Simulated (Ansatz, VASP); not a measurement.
**One calculation of Sn3Sb2, two programs**

```
CELL_PARAMETERS angstrom
4.07024 2.34996 5.62994
-4.07024 2.34996 5.62994
0.00000 -4.69991 5.62994
ATOMIC_POSITIONS crystal
Sn 0.00144 0.49856 0.75000
Sn 0.75000 0.00144 0.49856
Sn 0.49856 0.75000 0.00144
Sn 0.99856 0.50144 0.25000
Sn 0.25000 0.99856 0.50144
Sn 0.50144 0.25000 0.99856
Sb 0.88954 0.88954 0.88954
Sb 0.61046 0.61046 0.61046
Sb 0.11046 0.11046 0.11046
Sb 0.38954 0.38954 0.38954
```

Alike in both runs: functional PBE; k mesh 6 × 6 × 6; occupations gaussian, width 0.1 eV; no spin polarisation.

Ansatz relaxed the structure, and its values are those at the end. VASP's run is a single point on that final structure, the one shown.

|  | VASP | Ansatz |
| --- | --- | --- |
| version | VASP 6.6.1 | Ansatz 0.2.0 |
| potentials or method | VASP PAW PBE potentials, release 64 (Sn_d, Sb), cutoff 520 eV | scalar-relativistic, plane waves, PAW |
| valence electrons in the cell | 104 | 144 |

|  | VASP | Ansatz | Ansatz less VASP |
| --- | --- | --- | --- |
| gap on the k mesh at the Fermi level (eV) | none | none | - |
| pressure (GPa) | 0.0 | 0.0 | +0.02 |

A gap of «none» marks a metal or a gap that the smearing closes. VASP's potentials hold 104 valence electrons a cell and Ansatz's 144, so a difference there can come from the potentials and not from the codes.

Neither program's run includes spin-orbit coupling.
